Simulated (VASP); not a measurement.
MgF2, 6 atoms in the cell. Symmetry: P4_2/mnm, No. 136, tetragonal system. The conventional cell has a = 4.698 Å, b = 4.698 Å, c = 3.093 Å, α = 90.00°, β = 90.00°, γ = 90.00°. Mg (site symmetry mmm) has 6 F at 2.02 Å within 2.7 Å. Within 2.7 Å of F (site symmetry m2m) lie 3 Mg at 2.02 Å and 1 F at 2.61 Å. 

| Quantity | Value |
| --- | --- |
| Program | VASP 6.6.1 |
| Task | single point |
| Functional | PBE |
| Potentials or basis | VASP PAW PBE potentials, release 64 (Mg, F) |
| Cutoff | 600 eV |
| k mesh | 6 × 6 × 8 |
| Occupations | fermi-dirac, width 0.02 eV |
| Spin | no spin polarisation |
| Dipole correction | no |
| Further INCAR settings | ALGO = Normal; EDIFF = 1e-06; NBANDS = 25 |

Potentials or basis: VASP PAW PBE potentials, release 64 (Mg, F).

Run with:

```console
$ cat potpaw_PBE.64/Mg/POTCAR potpaw_PBE.64/F/POTCAR > POTCAR
$ mpirun -np 1 vasp_std > vasp.out
```

Hardware: 1 thread of Intel(R) Xeon(R) 6975P-C (Granite Rapids), with other jobs on the host.

Question: Estimate the wall time of this run.

Answer: Wall time 32 s on 1 thread of Intel(R) Xeon(R) 6975P-C (Granite Rapids) (shared host), peak memory 0.24 GiB. Counts: scf iterations 11, k points 50.
